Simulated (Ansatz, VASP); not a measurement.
**One calculation of ScAl, two programs**

Contents of INCAR:

```
SYSTEM = ScAl
PREC = Accurate ; ENCUT = 520
EDIFF = 1E-6 ; ISMEAR = 0
SIGMA = 0.4 ; LREAL = .False.
LASPH = .True. ; NELM = 80
ALGO = Normal ; ISIF = 2
LWAVE = .False. ; LCHARG = .False.
GGA = PS ; NBANDS = 14
```

The input KPOINTS:

```
regular mesh
0
Gamma
  6 6 6
  0 0 0
```

Contents of POSCAR:

```
ScAl
1.0
    3.3703489700      0.0000000000      0.0000000000
    0.0000000000      3.3703489700      0.0000000000
    0.0000000000      0.0000000000      3.3703489700
Sc Al
1 1
Direct
    0.5000000000      0.5000000000      0.5000000000
    0.0000000000      0.0000000000      0.0000000000
```

Input for Ansatz:

```yaml
crystal:
  lattice:
    - [3.37034897, 0.0, 0.0]
    - [0.0, 3.37034897, 0.0]
    - [0.0, 0.0, 3.37034897]
  atoms:
    - { symbol: Sc, position: [0.5, 0.5, 0.5] }
    - { symbol: Al, position: [0.0, 0.0, 0.0] }
basis:
  ecutwfc: 420
kpoints:
  mp_grid: { grid: [6, 6, 6] }
hamiltonian:
  xc: pbesol
scf:
  occupations: { method: gaussian, width: 0.4 }
output:
  forces: true
  stress: true
  eigenvalues: true
```

Alike in both runs: task single point; functional PBEsol; k mesh 6 × 6 × 6; occupations gaussian, width 0.4 eV; no spin polarisation.

|  | VASP | Ansatz |
| --- | --- | --- |
| version | VASP 6.6.1 | Ansatz 0.2.0 |
| potentials or method | VASP PAW PBE potentials, release 64 (Sc_sv, Al), cutoff 520 eV | scalar-relativistic, plane waves, PAW |
| valence electrons in the cell | 14 | 14 |

Ansatz gave:

- gap on the k mesh at the Fermi level (eV): none
- pressure (GPa): -1.5

Q: What did VASP give for the same quantities?

A: gap on the k mesh at the Fermi level (eV): none; pressure (GPa): -1.4.

VASP's potentials were made for PBE, not for PBEsol. A gap of «none» marks a metal or a gap that the smearing closes.
